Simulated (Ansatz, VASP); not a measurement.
**AlN in VASP and in Ansatz**

```
CELL_PARAMETERS angstrom
0.00000 2.18399 2.18399
2.18399 0.00000 2.18399
2.18399 2.18399 0.00000
ATOMIC_POSITIONS crystal
Al 0.00000 0.00000 0.00000
N 0.75000 0.75000 0.75000
```

Alike in both runs: task single point; functional PBE; k mesh 12 × 12 × 12; occupations gaussian, width 0.02 eV; no spin polarisation.

|  | VASP | Ansatz |
| --- | --- | --- |
| version | VASP 6.6.1 | Ansatz 0.2.0 |
| potentials or method | VASP PAW PBE potentials, release 64 (Al, N), cutoff 600 eV | scalar-relativistic, plane waves, PAW |
| valence electrons in the cell | 8 | 8 |

|  | VASP | Ansatz | Ansatz less VASP |
| --- | --- | --- | --- |
| gap on the k mesh at the Fermi level (eV) | 3.32 | 3.33 | +0.008 |
| least direct gap on the mesh (eV) | 4.20 | 4.19 | -0.010 |
| pressure (GPa) | 4.5 | 4.9 | +0.41 |
